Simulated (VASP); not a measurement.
Runs of VASP 6.6.1 on Rb. Symmetry: R-3m, No. 166, trigonal system. Conventional cell: a = 5.075 Å, b = 5.075 Å, c = 38.067 Å, α = 90.00°, β = 90.00°, γ = 120.00°. 

```csv
k mesh,gap on the mesh (eV),pressure (GPa)
4 × 4 × 4,none,-0.2
5 × 5 × 5,none,-0.2
2 × 2 × 2,none,-0.1
6 × 6 × 6,none,-0.2
3 × 3 × 3,none,(a)
```

Alike in all rows: task single point; level PBEsol; potentials or basis VASP PAW PBE potentials, release 64 (Rb_sv); no spin polarisation; cell as given; cutoff (eV) 520; smearing fermi-dirac 0.1 eV.

Problem. Estimate the missing entries.

Solution. (a) -0.3.

Caveats: some runs use coarse meshes; the PAW data sets were made with another functional, which shifts forces and pressure a little.

A k mesh can miss the band edges, and the runs leave out spin-orbit coupling on Rb.

A gap of «none» marks levels without a gap at the run's occupations.
